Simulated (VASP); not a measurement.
# Li2H (P1) in VASP: notebook

Li2H is run at these levels: PBE; tasks: single point.

All numbers are computed with VASP 6.6.1; they aren't measurements. Logs are shortened: lines on timing, memory, paths and dates and some standing lists are left out, and cuts for length are marked.

### 1 The cell of the first run

The typed cell holds 6 atoms: a = 2.795 Å, b = 4.898 Å, c = 5.309 Å, α = 105.88°, β = 89.60°, γ = 90.03°.

### 2 Single point, PBE

Input file INCAR:

```
SYSTEM = Li2H
  ALGO = Fast
  EDIFF = 1E-6
  ENCUT = 520
  GGA = PE
  ISIF = 2
  ISMEAR = 0
  LASPH = .TRUE.
  LCHARG = .FALSE.
  LREAL = .FALSE.
  LWAVE = .FALSE.
  NBANDS = 16
  NELM = 80
  PREC = Accurate
  SIGMA = 0.2
```

Input file KPOINTS:

```
k-points
0
G
  8 4 4
  0 0 0
```

Input file POSCAR:

```
Li2H
1.0
    2.7952140170     -0.0028298410      0.0097253140
    0.0043158319      4.8506535648     -0.6792249230
    0.0177281044     -0.7308793002      5.2580297423
Li H
4 2
Direct
    0.5016403620      0.4184002879      0.7548997496
    0.0019326157     -0.0814831589      0.7556909238
    0.4988067929      0.5816118899      0.2447426800
   -0.0016858142      0.0818013597      0.2451302526
   -0.0006712605      0.3332819102     -0.0002641039
    0.4999773041      0.8330543780     -0.0001995020
```

Potentials or basis: VASP PAW PBE potentials, release 64 (Li_sv, H).

Launch:

```
$ cat potpaw_PBE.64/Li_sv/POTCAR potpaw_PBE.64/H/POTCAR > POTCAR
$ mpirun -np 1 vasp_std > vasp.out
```

OUTCAR:

```text
SYSTEM = Li2H
   EDIFF = 1E-6
   ENCUT = 520
   GGA = PE
   ISIF = 2
   ISMEAR = 0
   LASPH = .TRUE.
   LREAL = .FALSE.
   NELM = 80
   PREC = Accurate

 ion  position               nearest neighbor table
   1  0.502  0.418  0.755-   3 2.50
   2  0.002  0.919  0.756-   4 2.50
   3  0.499  0.582  0.245-   1 2.50
   4  0.998  0.082  0.245-   2 2.50
   5  0.999  0.333  1.000-
   6  0.500  0.833  1.000-

  LATTYP: Found a triclinic cell.
 ALAT       =     5.3086133414
 B/A-ratio  =     0.9226476640
 C/A-ratio  =     0.5265466117
 COS(alpha) =     0.0006039431
 COS(beta)  =     0.0069249571
 COS(gamma) =     0.2736979017

  Lattice vectors:

 A1 = (   0.0177281044,  -0.7308793002,   5.2580297423)
 A2 = (  -0.0043158319,  -4.8506535648,   0.6792249230)
 A3 = (   2.7952140170,  -0.0028298410,   0.0097253140)

Analysis of symmetry for initial positions (statically):
=====================================================================
 Subroutine PRICEL returns:
 Original cell was already a primitive cell.

 Routine SETGRP: Setting up the symmetry group for a
 triclinic supercell.

 Subroutine GETGRP returns: Found  1 space group operations
 (whereof  1 operations were pure point group operations)
 out of a pool of  2 trial point group operations.

The static configuration has the point symmetry C_1 .

Analysis of symmetry for dynamics (positions and initial velocities):
=====================================================================
 Subroutine PRICEL returns:
 Original cell was already a primitive cell.

 Routine SETGRP: Setting up the symmetry group for a
 triclinic supercell.

 Subroutine GETGRP returns: Found  1 space group operations
 (whereof  1 operations were pure point group operations)
 out of a pool of  2 trial point group operations.

The dynamic configuration has the point symmetry C_1 .

 Subroutine INISYM returns: Found  1 space group operations
 (whereof  1 operations are pure point group operations),
 and found     1 'primitive' translations

----------------------------------------------------------------------------------------

                                     Primitive cell

  volume of cell :      69.9032

  direct lattice vectors                    reciprocal lattice vectors
     2.795214017 -0.002829841  0.009725314     0.357758293 -0.000496889 -0.001275296
     0.004315832  4.850653565 -0.679224923     0.000111173  0.210249977  0.029224898
     0.017728104 -0.730879300  5.258029742    -0.000647353  0.027160717  0.193962897

  length of vectors
     2.795232368  4.897979699  5.308613341     0.357760912  0.212271430  0.195856399

  position of ions in fractional coordinates (direct lattice)
     0.501640362  0.418400288  0.754899750
     0.001932616  0.918516841  0.755690924
     0.498806793  0.581611890  0.244742680
     0.998314186  0.081801360  0.245130253
     0.999328740  0.333281910  0.999735896
     0.499977304  0.833054378  0.999800498

  ion indices of the primitive-cell ions
   primitive index   ion index
                 1           1
                 2           2
                 3           3
                 4           4
                 5           5
                 6           6

----------------------------------------------------------------------------------------

 KPOINTS: k-points

Automatic generation of k-mesh.
 Grid dimensions read from file:
 generate k-points for:    8    4    4

 Generating k-lattice:

  Cartesian coordinates                     Fractional coordinates (reciprocal lattice)
     0.044719787 -0.000062111 -0.000159412     0.125000000  0.000000000  0.000000000
     0.000027793  0.052562494  0.007306225     0.000000000  0.250000000  0.000000000
    -0.000161838  0.006790179  0.048490724     0.000000000  0.000000000  0.250000000

  Length of vectors
     0.044720114  0.053067857  0.048964100

  Shift w.r.t. Gamma in fractional coordinates (k-lattice)
     0.000000000  0.000000000  0.000000000

 Subroutine IBZKPT returns following result:
 ===========================================

 Found     68 irreducible k-points:

 Following reciprocal coordinates:
            Coordinates               Weight
  0.000000  0.000000  0.000000      1.000000
  0.125000  0.000000  0.000000      2.000000
  0.250000  0.000000  0.000000      2.000000
  0.375000  0.000000  0.000000      2.000000
  0.500000  0.000000  0.000000      1.000000
 -0.000000  0.250000  0.000000      2.000000
[... 16 lines left out ...]
  0.500000  0.000000  0.250000      2.000000
 -0.375000 -0.000000  0.250000      2.000000
 [... further k-points ...]
   k-points           NKPTS =     68   k-points in BZ     NKDIM =     68   number of bands    NBANDS=     16
   number of dos      NEDOS =    301   number of ions     NIONS =      6
   total plane-waves  NPLWV =  34560
   dimension x,y,z NGX =    24 NGY =   36 NGZ =   40
   dimension x,y,z NGXF=    48 NGYF=   72 NGZF=   80
   ions per type =               4   2
   NGX,Y,Z   is equivalent  to a cutoff of  14.27, 12.22, 12.53 a.u.
   NGXF,Y,Z  is equivalent  to a cutoff of  28.55, 24.44, 25.05 a.u.
 SYSTEM =  Li2H
   PREC   = accura    normal or accurate (medium, high low for compatibility)
   ISTART =      0    job   : 0-new  1-cont  2-samecut
   ICHARG =      2    charge: 1-file 2-atom 10-const
   ISPIN  =      1    spin polarized calculation?
   LNONCOLLINEAR =      F non collinear calculations
   LSORBIT =      F    spin-orbit coupling
   LASPH  =      T    aspherical Exc in radial PAW
   ENCUT  =  520.0 eV  38.22 Ry    6.18 a.u.   5.20  9.11  9.87*2*pi/ulx,y,z
   NELM   =     80;   NELMIN=  2; NELMDL= -5     # of ELM steps
   EDIFF  = 0.1E-05   stopping-criterion for ELM
   LREAL  =      F    real-space projection
   EDIFFG = 0.1E-04   stopping-criterion for IOM
   NSW    =      0    number of steps for IOM
   IBRION =     -1    ionic relax: 0-MD 1-quasi-New 2-CG
   NFREE  =      0    steps in history (QN), initial steepest desc. (CG)
   ISIF   =      2    stress and relaxation
   ISYM   =      2    0-nonsym 1-usesym 2-fastsym
   POTIM  = 0.5000    time-step for ionic-motion
   TEBEG  =    0.0;   TEEND  =   0.0 temperature during run
   PSTRESS=    0.0 pullay stress
   NELECT =      14.0000    total number of electrons
   NUPDOWN=      -1.0000    fix difference up-down
   EMIN   =  10.00;   EMAX   =-10.00  energy-range for DOS
   EFERMI =   0.00;   METHOD = LEGACY
   ISMEAR =     0;   SIGMA  =   0.20  broadening in eV -4-tet -1-fermi 0-gaus
   EFERMI_NEDOS =   21; number of points for ismear=-14 and -15
   IALGO  =     68    algorithm
   IMIX   =      4    mixing-type and parameters
     AMIX     =   0.40;   BMIX     =  1.00
     AMIX_MAG =   1.60;   BMIX_MAG =  1.00
  volume/ion in A,a.u.               =      11.65        78.62
  Fermi-wavevector in a.u.,A,eV,Ry     =   0.957823  1.810023 12.482318  0.917424
  Thomas-Fermi vector in A             =   2.086875
   LORBIT       =      0    0 simple, 1 ext, 2 COOP (PROOUT), +10 PAW based schemes
   GGA     = PE    functional components
   LHFCALC =     F    Hartree Fock is set to
   AEXX    =    0.0000 exact exchange contribution
   IVDW    =     0    specifies the selected vdW correction
   LEPSILON=     F    determine dielectric tensor
   LRPA    =     F    only Hartree local field effects (RPA)
 non-spin polarized calculation
 RMM-DIIS sequential band-by-band and
 Gauss-broadening in eV      SIGMA  =   0.20
  energy-cutoff  :      520.00
  volume of cell :       69.90
 maximum number of plane-waves:      1902
 NGX is ok and might be reduce to    24

 number of electron      13.9999987 magnetization

 Free energy of the ion-electron system (eV)
  ---------------------------------------------------
  ext. energy  EPLUGINS =         0.00000000
  ---------------------------------------------------
  free energy    TOTEN  =       -15.57236042 eV

  energy without entropy =      -15.55001662  energy(sigma->0) =      -15.56118852

 E-fermi :   1.9085     XC(G=0):  -7.8365

 val. band max:        1.9055905463   @ k =  -0.0000   0.2500   0.0000
 cond. band min:       1.9689764536   @ k =  -0.3750   0.5000   0.2500
 fundamental gap:      0.0633859073
 Fermi energy:         1.9084932901

 k-point     1 :       0.0000    0.0000    0.0000
  band No.  band energies     occupation
      1     -45.0334      2.00000
      2     -44.9971      2.00000
      3     -44.9963      2.00000
      4     -44.9727      2.00000
      5      -5.2684      2.00000
      6      -2.2908      2.00000
[... 8 lines left out ...]
     15      13.8247      0.00000
     16      13.9582      0.00000

 k-point     2 :       0.1250    0.0000    0.0000
  band No.  band energies     occupation
      1     -45.0295      2.00000
      2     -44.9956      2.00000
      3     -44.9934      2.00000
      4     -44.9713      2.00000
      5      -5.0586      2.00000
      6      -2.1193      2.00000
[... 8 lines left out ...]
     15      12.4208      0.00000
     16      13.2078      0.00000

 k-point     3 :       0.2500    0.0000    0.0000
  band No.  band energies     occupation
      1     -45.0194      2.00000
      2     -44.9934      2.00000
      3     -44.9853      2.00000
      4     -44.9683      2.00000
      5      -4.4452      2.00000
      6      -1.7307      2.00000
[... 8 lines left out ...]
     15      10.8066      0.00000
     16      11.5943      0.00000
[... 362 lines left out ...]
 k-point    23 :       0.5000    0.0000    0.2500
  band No.  band energies     occupation
      1     -44.9972      2.00000
      2     -44.9953      2.00000
      3     -44.9710      2.00000
      4     -44.9697      2.00000
      5      -2.3286      2.00000
      6      -2.3217      2.00000
[... 8 lines left out ...]
     15       9.0175      0.00000
     16       9.0425      0.00000

 k-point    24 :      -0.3750   -0.0000    0.2500
  band No.  band energies     occupation
      1     -45.0050      2.00000
      2     -44.9927      2.00000
      3     -44.9782      2.00000
      4     -44.9671      2.00000
      5      -3.4200      2.00000
      6      -1.6210      2.00000
[... 8 lines left out ...]
     15       9.5459      0.00000
     16       9.9277      0.00000

 [... further k-points ...]

------------------------ aborting loop because EDIFF is reached ----------------------------------------

  FORCE on cell =-STRESS in cart. coord.  units (eV):
  Direction    XX          YY          ZZ          XY          YZ          ZX
  --------------------------------------------------------------------------------------
  -------------------------------------------------------------------------------------
  Total       -0.0379700     -0.1140231      0.0256049      0.0038709     -0.0248270     -0.0087046
  in kB       -0.8702703     -2.6134030      0.5868638      0.0887215     -0.5690337     -0.1995098
  external PRESSURE =      -0.9656032 kB  Pullay stress =       0.0000000 kB

 VOLUME and BASIS-vectors are now :
 -----------------------------------------------------------------------------
  energy-cutoff  :      520.00
  volume of cell :       69.90
      direct lattice vectors                 reciprocal lattice vectors
     2.795214017 -0.002829841  0.009725314     0.357758293 -0.000496889 -0.001275296
     0.004315832  4.850653565 -0.679224923     0.000111173  0.210249977  0.029224898
     0.017728104 -0.730879300  5.258029742    -0.000647353  0.027160717  0.193962897

 POSITION                                       TOTAL-FORCE (eV/Angst)
 -----------------------------------------------------------------------------------
      1.41738      1.47635      3.68998        -0.000671      0.005003      0.013662
      0.02276      3.90308      3.34958        -0.000756      0.006040      0.006520
      1.40112      2.64091      0.89667        -0.000428     -0.002581     -0.007840
      2.79520      0.21480      1.24305         0.001471     -0.004334     -0.007962
      2.81250      0.88312      5.03999         0.001977     -0.004136     -0.002475
      1.41886      3.30871      4.69601        -0.001593      0.000008     -0.001905
 -----------------------------------------------------------------------------------
    total drift:                               -0.000099      0.000211      0.000307

  FREE ENERGIE OF THE ION-ELECTRON SYSTEM (eV)
  ---------------------------------------------------
  free  energy   TOTEN  =       -15.5723604237 eV

  energy  without entropy=      -15.5500166201  energy(sigma->0) =      -15.56118852
```

Run time: 2 min. Hardware: 1 thread of Oxide Virtual Turin-like, shared host; peak memory 0.17 GiB.

Results:

```
Free energy            : -15.5724 eV
Largest force          : 0.015 eV/Å
Band gap on the k mesh : zero (bands 7 and 8 overlap by 3.16 eV)
```

Forces in eV/Å, atoms in the order of the input:
```
Li  -0.001  0.005  0.014
Li  -0.001  0.006  0.007
Li   0.000 -0.003 -0.008
Li   0.001 -0.004 -0.008
H    0.002 -0.004 -0.002
H   -0.002  0.000 -0.002
```

Levels at points of the mesh, in eV from the Fermi level:
| k point | band 4 | band 5 | band 6 | band 7 | band 8 | band 9 | band 10 | band 11 |
| --- | --- | --- | --- | --- | --- | --- | --- | --- |
| (0.00, 0.00, 0.00) | -46.88 | -7.18 | -4.20 | -2.25 | 0.78 | 1.42 | 1.79 | 3.74 |
| (0.50, 0.00, 0.00) | -46.88 | -4.29 | -4.29 | 1.39 | 1.39 | 3.09 | 3.09 | 3.63 |
| (0.00, 0.50, 0.00) | -46.89 | -6.09 | -6.09 | -1.17 | -1.16 | 2.74 | 2.75 | 6.31 |
| (0.50, 0.50, 0.00) | -46.88 | -4.22 | -4.21 | 1.00 | 1.02 | 1.99 | 2.08 | 4.23 |
| (0.00, 0.00, 0.50) | -46.88 | -7.06 | -4.27 | -3.11 | 1.02 | 1.61 | 4.04 | 5.66 |
| (0.50, 0.00, 0.50) | -46.88 | -4.17 | -4.17 | 0.43 | 0.43 | 2.50 | 2.50 | 5.24 |
| (0.00, 0.50, 0.50) | -46.90 | -6.02 | -6.01 | -1.77 | -1.77 | 4.45 | 4.45 | 6.18 |
| (0.50, 0.50, 0.50) | -46.88 | -4.12 | -4.10 | 0.86 | 0.88 | 1.40 | 1.41 | 3.68 |

Caveat: the cutoff is under 1.25 times the usual one of these potentials, so pressure, stress and relaxed cells hold a basis-set (Pulay) error.

### 3 Single point, PBE

This run uses another cell than the first one: it holds 3 atoms, not 6.

Input file INCAR:

```
  PREC = Accurate
  ENCUT = 520
  EDIFF = 1E-7
  ISMEAR = 0
  SIGMA = 0.1
  LREAL = False
  LASPH = True
  NELM = 100
  ALGO = Fast
  ISIF = 2
  LWAVE = False
  LCHARG = False
  GGA = PE
  NBANDS = 10
```

Input file KPOINTS:

```
regular mesh
0
Gamma
  20 20 10
```

Input file POSCAR:

```
Li2H
1.0
    2.8093373000     -0.0006432896      0.0093607209
   -1.4037457420      2.4339413748     -0.0452194522
   -0.0195147206     -1.5283359822      5.1396676639
Li H
2 1
Direct
    0.0811568891      0.1621938086      0.2442836713
    0.9187079570      0.8375370739      0.7551619991
    0.6668018205      0.3336024508      0.0005543296
```

Potentials or basis: VASP PAW PBE potentials, release 64 (Li_sv, H).

Launch:

```
$ cat potpaw_PBE.64/Li_sv/POTCAR potpaw_PBE.64/H/POTCAR > POTCAR
$ mpirun -np 1 vasp_std > vasp.out
```

It took 40 min on 1 thread of Oxide Virtual Turin-like, shared host; peak memory 0.62 GiB.

The run converged. Its results:

```yaml
Free_energy: -7.7876 eV
Band_gap_on_the_k_mesh: zero (an odd number of electrons rules out a gap without spin polarisation)
```

Forces on the atoms (eV/Å):
```
Li   0.000  0.000 -0.003
Li   0.000 -0.001  0.002
H    0.000  0.001  0.001
```

Levels at points of the mesh, in eV from the Fermi level:
| k point | band 1 | band 2 | band 3 | band 4 | band 5 | band 6 | band 7 |
| --- | --- | --- | --- | --- | --- | --- | --- |
| (0.00, 0.00, 0.00) | -46.92 | -46.88 | -7.16 | -2.22 | 1.80 | 11.96 | 12.87 |
| (0.50, 0.00, 0.00) | -46.88 | -46.85 | -4.21 | 1.04 | 1.92 | 4.21 | 5.81 |
| (0.00, 0.50, 0.00) | -46.88 | -46.86 | -4.12 | 0.90 | 1.41 | 3.75 | 8.29 |
| (0.50, 0.50, 0.00) | -46.88 | -46.85 | -4.21 | 1.04 | 1.93 | 4.21 | 5.80 |
| (0.00, 0.00, 0.50) | -46.91 | -46.89 | -7.04 | -3.08 | 5.65 | 6.14 | 12.37 |
| (0.50, 0.00, 0.50) | -46.88 | -46.86 | -4.12 | 0.89 | 1.41 | 3.74 | 8.31 |
| (0.00, 0.50, 0.50) | -46.88 | -46.85 | -4.21 | 1.04 | 1.90 | 4.20 | 5.84 |
| (0.50, 0.50, 0.50) | -46.88 | -46.86 | -4.12 | 0.89 | 1.41 | 3.74 | 8.32 |

Caveat: the cutoff is under 1.25 times the usual one of these potentials, so pressure, stress and relaxed cells hold a basis-set (Pulay) error.

The gap in the log of VASP goes by the Fermi energy; the results here count the filled bands.